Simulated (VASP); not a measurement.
Sb, 1 atom in the cell. Symmetry: I4/mmm, No. 139, tetragonal system. Conventional cell: a = 3.353 Å, b = 3.353 Å, c = 5.217 Å, α = 90.00°, β = 90.00°, γ = 90.00°. Sb (site symmetry 4/mmm) has 12 Sb at 3.35 to 3.53 Å within 4.4 Å.  This cell differs from its parent crystal: strain +0.1000 x Voigt [1, 0, 0, 0, 0, 0].

```yaml
Program: VASP 6.6.1
Task: single point
Functional: PBEsol
Potentials_or_basis: VASP PAW PBE potentials, release 64 (Sb)
Cutoff: 520 eV
k_mesh: 18 × 18 × 18
Occupations: gaussian, width 0.15 eV
Spin: no spin polarisation
Dipole_correction: no
Further_INCAR_settings: ALGO = Normal; EDIFF = 1e-07; NBANDS = 8
```

Potentials or basis: VASP PAW PBE potentials, release 64 (Sb).

Command:

```sh
$ cat potpaw_PBE.64/Sb/POTCAR > POTCAR
$ mpirun -np 1 vasp_std > vasp.out
```

Hardware: 1 thread of Intel Xeon 6975P-C, on a shared host.

Q: How long does it take, and how much memory?

A: It took 71 s on 1 thread of Intel Xeon 6975P-C, with other jobs on the host, peak memory 0.24 GiB. Counts: scf iterations 11, k points 480.
